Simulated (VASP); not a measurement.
A run of VASP 6.6.1:

The input INCAR:

```
SYSTEM = CoO
  ALGO = Normal
  EDIFF = 1E-6
  ENCUT = 520
  GGA = CA
  ISIF = 2
  ISMEAR = -1
  ISPIN = 2
  LASPH = .TRUE.
  LCHARG = .FALSE.
  LMAXMIX = 4
  LORBIT = 11
  LREAL = .FALSE.
  LWAVE = .FALSE.
  MAGMOM = 2 0
  NBANDS = 18
  NELM = 150
  PREC = Accurate
  SIGMA = 0.05
```

The input KPOINTS:

```
k-points
0
G
  11 11 11
  0 0 0
```

File POSCAR:

```
CoO
1.0
    1.5252806262      0.8806211801      2.4720348897
   -1.5252806262      0.8806211801      2.4720348897
    0.0000000000     -1.7612423603      2.4720348897
Co O
1 1
Direct
    0.0000000000      0.0000000000      0.0000000000
    0.5000000000      0.5000000000      0.5000000000
```

Potentials or basis: VASP PAW LDA potentials, release 64 (Co, O).

Run with:

```console
$ cat potpaw_LDA.64/Co/POTCAR potpaw_LDA.64/O/POTCAR > POTCAR
$ mpirun -np 1 vasp_std > vasp.out
```

Hardware: 1 thread of Intel Xeon 8259CL, on a shared host.

Q: How long does it take, and how much memory?

A: It took 100 s on 1 thread of Intel Xeon 8259CL (shared host), peak memory 0.2 GiB. Counts: scf iterations 15, k points 146.
